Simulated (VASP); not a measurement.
# Si8Ge13 in VASP: notebook

The runs below take Si8Ge13 through single point, with PBE.

Everything below comes from runs of VASP 6.6.1. Logs are shortened: lines on timing, memory, paths and dates and some standing lists are left out, and cuts for length are marked.

## 1. The cell of the first run

The cell holds a disordered packing, 21 atoms: a = 7.563 Å, b = 7.819 Å, c = 8.064 Å, α = 88.29°, β = 90.95°, γ = 87.18°.

## 2. Single point, PBE

The input, INCAR:

```
  ALGO = Normal
  EDIFF = 1E-6
  ENCUT = 520
  GGA = PE
  ISIF = 2
  ISMEAR = -1
  ISYM = 0
  LASPH = T
  LCHARG = T
  LELF = T
  LREAL = Auto
  LVHAR = T
  LWAVE = F
  NBANDS = 123
  NELM = 80
  PREC = Accurate
  SIGMA = 0.2585
```

The input, KPOINTS:

```
Automatic mesh
0
Gamma
  1 1 1
  0.25 0.25 0.25
```

The input, POSCAR:

```
Si8Ge13
1.0
    7.5601650000      0.1896520000     -0.0661850000
    0.1896520000      7.8161600000      0.1196190000
   -0.0661850000      0.1196190000      8.0627960000
Ge Si
13 8
Direct
    0.5131110755      0.5388692100      0.7836672614
    0.4928073226      0.5700393498      0.1756104105
    0.0399470887      0.0589409770      0.6825240819
    0.0967755515      0.6320389536      0.9260797647
    0.5131075464      0.2753501633      0.3091247641
    0.1326074007      0.8694008494      0.4477515939
    0.8187127064      0.5176240876      1.0245764403
   -0.0033777563      0.9062878459      0.1632833322
    0.7793136322      0.8894433936     -0.0665050259
    0.3023879341      0.2524236378      0.0144039217
   -0.1185406371      0.4701289589      0.5886548577
    0.3742141280      0.8001212502      1.0122708870
    0.5514794588      1.0952032694      0.7528472193
    0.2416067314      0.5427615044      0.5445124933
   -0.0132364444      0.2347339234      0.9430392768
    0.7701042416     -0.0592012556      0.5686862156
    0.1276298840      0.2772193363      0.3965427730
    0.8593111383      0.1666900037      0.4379252825
    0.6401082521      0.2915787162      1.0041322155
    0.8044716046      0.6943316996      0.3523829314
    0.5063492648      0.7843474658      0.4326366271
```

Potentials or basis: VASP PAW PBE potentials, release 64 (Ge_d, Si).

Started as:

```console
cat potpaw_PBE.64/Ge_d/POTCAR potpaw_PBE.64/Si/POTCAR > POTCAR
mpirun -np 1 vasp_std > vasp.out
```

OUTCAR:

```text
EDIFF = 1E-6
   ENCUT = 520
   GGA = PE
   ISIF = 2
   ISMEAR = -1
   ISYM = 0
   LASPH = T
   LREAL = Auto
   NELM = 80
   PREC = Accurate

 ion  position               nearest neighbor table
   1  0.513  0.539  0.784-  19 2.72  14 2.79
   2  0.493  0.570  0.176-  12 2.33   5 2.51  21 2.71   7 2.79  19 2.81  20 2.95
   3  0.040  0.059  0.683-  16 2.46  18 2.48   6 2.53  15 2.57  17 2.93
   4  0.097  0.632  0.926-   7 2.46  12 2.62
   5  0.513  0.275  0.309-   2 2.51  19 2.66  10 2.85  18 2.88  17 3.01
   6  0.133  0.869  0.448-   8 2.50   3 2.53  14 2.73  21 2.88  16 2.96  20 2.99  18 3.03
   7  0.819  0.518  0.025-  19 2.28   4 2.46  15 2.60   2 2.79  20 3.02
   8  0.997  0.906  0.163-   9 2.47   6 2.50  20 2.71
   9  0.779  0.889  0.933-   8 2.47  13 2.68  16 2.96
  10  0.302  0.252  0.014-  15 2.46  19 2.59   5 2.85
  11  0.881  0.470  0.589-  20 2.59  18 2.71  14 2.84  17 2.85
  12  0.374  0.800  0.012-   2 2.33   4 2.62
  13  0.551  0.095  0.753-  16 2.53  19 2.68   9 2.68
  14  0.242  0.543  0.545-  17 2.60   6 2.73   1 2.79  11 2.84  21 2.95
  15  0.987  0.235  0.943-  10 2.46   3 2.57   7 2.60  19 2.69
  16  0.770  0.941  0.569-  18 2.17   3 2.46  13 2.53  21 2.63  20 2.64   9 2.96   6 2.96
  17  0.128  0.277  0.397-  18 2.27  14 2.60  11 2.85   3 2.93   5 3.01
  18  0.859  0.167  0.438-  16 2.17  17 2.27   3 2.48  11 2.71   5 2.88   6 3.03
  19  0.640  0.292  0.004-   7 2.28  10 2.59   5 2.66  13 2.68  15 2.69   1 2.72   2 2.81
  20  0.804  0.694  0.352-  21 2.43  11 2.59  16 2.64   8 2.71   2 2.95   6 2.99   7 3.02
  21  0.506  0.784  0.433-  20 2.43  16 2.63   2 2.71   6 2.88  14 2.95

IMPORTANT INFORMATION: All symmetrisations will be switched off!
NOSYMM: (Re-)initialisation of all symmetry stuff for point group C_1.

----------------------------------------------------------------------------------------

                                     Primitive cell

  volume of cell :     476.0070

  direct lattice vectors                    reciprocal lattice vectors
     7.560165000  0.189652000 -0.066185000     0.132363179 -0.003229033  0.001134434
     0.189652000  7.816160000  0.119619000    -0.003229033  0.128047891 -0.001926214
    -0.066185000  0.119619000  8.062796000     0.001134434 -0.001926214  0.124064344

  length of vectors
     7.562833012  7.819375533  8.063954892     0.132407420  0.128103081  0.124084482

  position of ions in fractional coordinates (direct lattice)
     0.513111075  0.538869210  0.783667261
     0.492807323  0.570039350  0.175610410
     0.039947089  0.058940977  0.682524082
     0.096775552  0.632038954  0.926079765
     0.513107546  0.275350163  0.309124764
     0.132607401  0.869400849  0.447751594
[... 13 lines left out ...]
     0.804471605  0.694331700  0.352382931
     0.506349265  0.784347466  0.432636627

  ion indices of the primitive-cell ions
   primitive index   ion index
                 1           1
                 2           2
                 3           3
                 4           4
                 5           5
                 6           6
[... 13 lines left out ...]
                20          20
                21          21

----------------------------------------------------------------------------------------

 KPOINTS: Automatic mesh

Automatic generation of k-mesh.
 Grid dimensions read from file:
 generate k-points for:    1    1    1

 Generating k-lattice:

  Cartesian coordinates                     Fractional coordinates (reciprocal lattice)
     0.132363179 -0.003229033  0.001134434     1.000000000 -0.000000000  0.000000000
    -0.003229033  0.128047891 -0.001926214     0.000000000  1.000000000  0.000000000
     0.001134434 -0.001926214  0.124064344     0.000000000  0.000000000  1.000000000

  Length of vectors
     0.132407420  0.128103081  0.124084482

  Shift w.r.t. Gamma in fractional coordinates (k-lattice)
     0.250000000  0.250000000  0.250000000

 Subroutine IBZKPT returns following result:
 ===========================================

 Found      1 irreducible k-points:

 Following reciprocal coordinates:
            Coordinates               Weight
  0.250000  0.250000  0.250000      2.000000
   k-points           NKPTS =      1   k-points in BZ     NKDIM =      1   number of bands    NBANDS=    123
   number of dos      NEDOS =    301   number of ions     NIONS =     21
   total plane-waves  NPLWV = 201600
   dimension x,y,z NGX =    56 NGY =   60 NGZ =   60
   dimension x,y,z NGXF=   112 NGYF=  120 NGZF=  120
   ions per type =              13   8
   NGX,Y,Z   is equivalent  to a cutoff of  12.31, 12.76, 12.37 a.u.
   NGXF,Y,Z  is equivalent  to a cutoff of  24.62, 25.51, 24.74 a.u.
 SYSTEM =  unknown system
   PREC   = accura    normal or accurate (medium, high low for compatibility)
   ISTART =      0    job   : 0-new  1-cont  2-samecut
   ICHARG =      2    charge: 1-file 2-atom 10-const
   ISPIN  =      1    spin polarized calculation?
   LNONCOLLINEAR =      F non collinear calculations
   LSORBIT =      F    spin-orbit coupling
   LASPH  =      T    aspherical Exc in radial PAW
   ENCUT  =  520.0 eV  38.22 Ry    6.18 a.u.  14.06 14.54 14.99*2*pi/ulx,y,z
   NELM   =     80;   NELMIN=  2; NELMDL= -5     # of ELM steps
   EDIFF  = 0.1E-05   stopping-criterion for ELM
   LREAL  =      T    real-space projection
   EDIFFG = 0.1E-04   stopping-criterion for IOM
   NSW    =      0    number of steps for IOM
   IBRION =     -1    ionic relax: 0-MD 1-quasi-New 2-CG
   NFREE  =      0    steps in history (QN), initial steepest desc. (CG)
   ISIF   =      2    stress and relaxation
   ISYM   =      0    0-nonsym 1-usesym 2-fastsym
   POTIM  = 0.5000    time-step for ionic-motion
   TEBEG  =    0.0;   TEEND  =   0.0 temperature during run
   PSTRESS=    0.0 pullay stress
   NELECT =     214.0000    total number of electrons
   NUPDOWN=      -1.0000    fix difference up-down
   EMIN   =  10.00;   EMAX   =-10.00  energy-range for DOS
   EFERMI =   0.00;   METHOD = LEGACY
   ISMEAR =    -1;   SIGMA  =   0.26  broadening in eV -4-tet -1-fermi 0-gaus
   EFERMI_NEDOS =   21; number of points for ismear=-14 and -15
   IALGO  =     38    algorithm
   IMIX   =      4    mixing-type and parameters
     AMIX     =   0.40;   BMIX     =  1.00
     AMIX_MAG =   1.60;   BMIX_MAG =  1.00
  volume/ion in A,a.u.               =      22.67       152.96
  Fermi-wavevector in a.u.,A,eV,Ry     =   1.254127  2.369957 21.399726  1.572836
  Thomas-Fermi vector in A             =   2.387947
   LORBIT       =      0    0 simple, 1 ext, 2 COOP (PROOUT), +10 PAW based schemes
   GGA     = PE    functional components
   LHFCALC =     F    Hartree Fock is set to
   AEXX    =    0.0000 exact exchange contribution
   IVDW    =     0    specifies the selected vdW correction
   LEPSILON=     F    determine dielectric tensor
   LRPA    =     F    only Hartree local field effects (RPA)
 non-spin polarized calculation
  energy-cutoff  :      520.00
  volume of cell :      476.01
 maximum number of plane-waves:     12828
 NGX is ok and might be reduce to    56
   NGX = 29   NGY = 29   NGZ = 29

 number of electron     213.9999991 magnetization

 Free energy of the ion-electron system (eV)
  ---------------------------------------------------
  ext. energy  EPLUGINS =         0.00000000
  ---------------------------------------------------
  free energy    TOTEN  =       -90.49646587 eV

  energy without entropy =      -88.25283224  energy(sigma->0) =      -89.37464906

 E-fermi :   4.9114     XC(G=0):  -9.7647

 val. band max:        4.8450299747   @ k =   0.2500   0.2500   0.2500
 cond. band min:       4.9922562274   @ k =   0.2500   0.2500   0.2500
 fundamental gap:      0.1472262527
 Fermi energy:         4.9114398989

 k-point     1 :       0.2500    0.2500    0.2500
  band No.  band energies     occupation
      1     -20.0659      2.00000
      2     -20.0508      2.00000
      3     -20.0206      2.00000
      4     -19.9960      2.00000
      5     -19.9778      2.00000
      6     -19.9695      2.00000
[... 111 lines left out ...]
    118       6.8641      0.00105
    119       6.8892      0.00095
 [bands above 119 left out]

------------------------ aborting loop because EDIFF is reached ----------------------------------------

  FORCE on cell =-STRESS in cart. coord.  units (eV):
  Direction    XX          YY          ZZ          XY          YZ          ZX
  --------------------------------------------------------------------------------------
  -------------------------------------------------------------------------------------
  Total        2.2376467     -7.1635546     -2.6912562      7.7181871     -4.0558528      5.9484884
  in kB        7.5316270    -24.1115900     -9.0584171     25.9784107    -13.6514713     20.0218358
  external PRESSURE =      -8.5461267 kB  Pullay stress =       0.0000000 kB

 VOLUME and BASIS-vectors are now :
 -----------------------------------------------------------------------------
  energy-cutoff  :      520.00
  volume of cell :      476.01
      direct lattice vectors                 reciprocal lattice vectors
     7.560165000  0.189652000 -0.066185000     0.132363179 -0.003229033  0.001134434
     0.189652000  7.816160000  0.119619000    -0.003229033  0.128047891 -0.001926214
    -0.066185000  0.119619000  8.062796000     0.001134434 -0.001926214  0.124064344

 POSITION                                       TOTAL-FORCE (eV/Angst)
 -----------------------------------------------------------------------------------
      3.92953      4.40294      6.34905        -0.091593      0.108429     -0.294887
      3.82219      4.56999      1.45148         0.406091     -0.285037      1.245591
      0.26801      0.54991      5.50746         1.399261      0.471962      0.799932
      0.79021      5.06925      7.53599         0.885853      0.365046     -0.433698
      3.91094      2.28647      2.49139        -0.284447     -1.109354      0.056096
      1.13778      6.87408      3.70535         1.385594     -0.775040      0.220171
[... 13 lines left out ...]
      6.19030      5.62173      2.87100         0.085215     -0.126936     -0.043390
      3.94820      6.27837      3.54857        -0.605035      0.068812      0.339077
 -----------------------------------------------------------------------------------
    total drift:                               -0.008865     -0.003003     -0.008846

  FREE ENERGIE OF THE ION-ELECTRON SYSTEM (eV)
  ---------------------------------------------------
  free  energy   TOTEN  =       -90.4964658749 eV

  energy  without entropy=      -88.2528322427  energy(sigma->0) =      -89.37464906
```

It took 4.6 min on 1 thread of Intel Xeon 8259CL, shared host; peak memory 0.46 GiB.

What came out:

| Item | Value |
| --- | --- |
| Free energy | -90.4965 eV |
| Pressure | -0.9 GPa |
| Largest force | 3.147 eV/Å |

Forces on the atoms (eV/Å):
```
Ge  -0.092  0.108 -0.295
Ge   0.406 -0.285  1.246
Ge   1.399  0.472  0.800
Ge   0.886  0.365 -0.434
Ge  -0.284 -1.109  0.056
Ge   1.386 -0.775  0.220
Ge   0.294  1.593  0.572
Ge   0.226 -0.040  0.088
Ge  -0.734 -0.232 -0.462
Ge   0.264 -0.008  0.186
Ge   0.033  0.141 -0.357
Ge  -0.418  1.183 -1.411
Ge  -0.802  0.455  0.391
Si  -0.322 -0.250  0.067
Si  -0.347 -0.427  0.180
Si  -1.331 -2.093  0.685
Si   1.544  0.490  0.224
Si  -0.927  2.534 -1.620
Si  -0.663 -2.063 -0.431
Si   0.085 -0.127 -0.043
Si  -0.605  0.069  0.339
```

Stress tensor (GPa, compression positive):
```
 0.75  2.60  2.00
 2.60 -2.41 -1.37
 2.00 -1.37 -0.91
```

Levels at points of the mesh, in eV from the Fermi level:
```csv
k point,band 103,band 104,band 105,band 106,band 107,band 108,band 109,band 110,band 111,band 112
"(0.25, 0.25, 0.25)",-0.98,-0.67,-0.52,-0.26,-0.07,0.08,0.33,0.46,0.60,0.90
```

Caveat: the k points lie up to 0.83 Å⁻¹ apart, too coarse for converged energies, forces and pressures; the atoms stand as in a frame of molecular dynamics; so wide a smearing shifts energies and pressures.

## 3. Single point, PBE

The input, INCAR:

```
  ALGO = Normal
  EDIFF = 1E-7
  ENCUT = 520
  GGA = PE
  ISIF = 2
  ISMEAR = -1
  ISYM = 0
  LASPH = T
  LCHARG = F
  LREAL = Auto
  LWAVE = F
  NBANDS = 123
  NELM = 100
  PREC = Accurate
  SIGMA = 0.2585
```

KPOINTS is that of step 2.

The input, POSCAR:

```
Si8Ge13
1.0
    7.5601650000      0.1896520000     -0.0661850000
    0.1896520000      7.8161600000      0.1196190000
   -0.0661850000      0.1196190000      8.0627960000
Ge Si
13 8
Direct
    0.4121195399      0.6365666920      0.7461489365
    0.5403872313      0.6575259518      0.1557565058
    0.1265771750      0.0340600302      0.6159534836
    0.2467517160      0.6272375697      1.0013529713
    0.3438058859      0.2489162730      0.3923048130
    0.2349378804      0.8229717123      0.4142233427
    0.9276697149      0.6002271549      1.1691378832
    0.0132042212      0.8901292559      0.2142310868
    0.8011893901      0.7739149396     -0.1466419604
    0.2144735240      0.2684343119      0.0019239091
   -0.2445665139      0.5068202806      0.6173193555
    0.4846911155      0.9507107099      0.8418674139
    0.5679788166      1.3070569372      0.7291611786
    0.0260334818      0.5169321048      0.7475957626
   -0.0482881966      0.0615671417      0.8264349545
    0.6502533249      0.0026882482      0.5812987766
    0.0674457271      0.3395813401      0.5006286300
    0.8855010801      0.2787453565      0.2778709331
    0.7205029935      0.1872893171      1.0085262147
    0.8214321712      0.7706128302      0.4126314931
    0.4987220832      0.6801913468      0.4653605415
```

Potentials or basis: VASP PAW PBE potentials, release 64 (Ge_d, Si).

Started as:

```console
cat potpaw_PBE.64/Ge_d/POTCAR potpaw_PBE.64/Si/POTCAR > POTCAR
mpirun -np 1 vasp_std > vasp.out
```

Run time: 5.4 min. Hardware: 1 thread of Intel Xeon 8259CL, shared host; peak memory 0.46 GiB.

Results (log left out):

- Free energy: -89.4421 eV
- Pressure: 0.3 GPa
- Largest force: 3.097 eV/Å

Forces in eV/Å, atoms in the order of the input:
```
Ge  -0.215 -0.538 -0.145
Ge   0.615 -0.585  0.538
Ge   1.932  0.612 -1.935
Ge  -0.556 -0.421  0.630
Ge   0.781 -0.171  0.130
Ge  -0.153  0.471  0.719
Ge  -1.022 -1.489 -0.786
Ge  -0.047  2.500 -1.750
Ge   0.285 -0.050  0.520
Ge  -0.440 -0.018 -0.121
Ge   0.157  1.160 -1.336
Ge  -0.358  0.401  0.751
Ge  -1.551 -1.494  0.596
Si   2.043 -0.128  0.653
Si  -1.912  0.142  2.432
Si   0.208  0.039 -0.690
Si   0.660  0.057  0.857
Si  -0.372 -0.417 -1.344
Si   0.001  0.079 -0.262
Si  -1.298  0.023  1.389
Si   1.241 -0.173 -0.845
```

Stress tensor (GPa, compression positive):
```
 3.47  1.50 -0.69
 1.50 -2.81  0.29
-0.69  0.29  0.31
```

Levels at points of the mesh, in eV from the Fermi level:
```
           k point  band 105  band 106  band 107  band 108  band 109  band 110
(0.25, 0.25, 0.25)     -0.51     -0.37     -0.21      0.23      0.40      0.53
```

Caveat: the k points lie up to 0.83 Å⁻¹ apart, too coarse for converged energies, forces and pressures; the atoms stand as in a frame of molecular dynamics; so wide a smearing shifts energies and pressures.

[end of part 1 of 2]
